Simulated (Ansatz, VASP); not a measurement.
# One calculation of AlNi3, two programs

Contents of INCAR:

```
SYSTEM = AlNi3
PREC = Accurate
ENCUT = 520
EDIFF = 1E-7
ISMEAR = 0
SIGMA = 0.1
LREAL = .False.
LASPH = .True.
NELM = 80
ALGO = Normal
ISIF = 2
LWAVE = .False.
LCHARG = .False.
NBANDS = 24
```

KPOINTS

```
Automatic mesh
0
Gamma
  14 14 14
  0 0 0
```

File POSCAR:

```
AlNi3
1.0
    0.0000000000      2.8361718561      2.8361718561
    2.8361718561      0.0000000000      2.8361718561
    2.8361718561      2.8361718561      0.0000000000
Al Ni
1 3
Direct
    0.5000000000      0.5000000000      0.5000000000
    0.2500000000      0.2500000000      0.2500000000
    0.0000000000      0.0000000000      0.0000000000
    0.7500000000      0.7500000000      0.7500000000
```

Input for Ansatz:

```yaml
crystal:
  lattice:
    - [0.0, 2.8361718561, 2.8361718561]
    - [2.8361718561, 0.0, 2.8361718561]
    - [2.8361718561, 2.8361718561, 0.0]
  atoms:
    - { symbol: Al, position: [0.5, 0.5, 0.5] }
    - { symbol: Ni, position: [0.25, 0.25, 0.25] }
    - { symbol: Ni, position: [0.0, 0.0, 0.0] }
    - { symbol: Ni, position: [0.75, 0.75, 0.75] }
basis:
  ecutwfc: 420
kpoints:
  mp_grid: { grid: [14, 14, 14] }
  band_path:
    path:
      - [[0.0, 0.0, 0.0], [0.5, 0.0, 0.5], [0.625, 0.25, 0.625]]
      - [[0.375, 0.375, 0.75], [0.0, 0.0, 0.0], [0.5, 0.5, 0.5], [0.5, 0.25, 0.75], [0.5, 0.0, 0.5]]
    npoints: 14
hamiltonian:
  xc: lda
scf:
  occupations: { method: gaussian, width: 0.1 }
output:
  forces: true
  stress: true
  eigenvalues: true
  populations: true
  dos: { projected: true, de: 0.02, nscf_kmesh: { grid: [21, 21, 21] } }
  bader: true
```

Alike in both runs: task single point; functional LDA; k mesh 14 × 14 × 14; occupations gaussian, width 0.1 eV; no spin polarisation.

|  | VASP | Ansatz |
| --- | --- | --- |
| version | VASP 6.6.1 | Ansatz 0.2.0 |
| potentials or method | VASP PAW LDA potentials, release 64 (Al, Ni), cutoff 520 eV | scalar-relativistic, plane waves, PAW |
| valence electrons in the cell | 33 | 57 |

|  | VASP | Ansatz | Ansatz less VASP |
| --- | --- | --- | --- |
| gap on the k mesh at the Fermi level (eV) | none | none | - |
| pressure (GPa) | -13.3 | -13.5 | -0.23 |

LDA's correlation is that of Perdew and Zunger in VASP and of Perdew and Wang (1992) in Ansatz. A gap of «none» marks a metal or a gap that the smearing closes. VASP's potentials hold 33 valence electrons a cell and Ansatz's 57, so a difference there can come from the potentials and not from the codes.
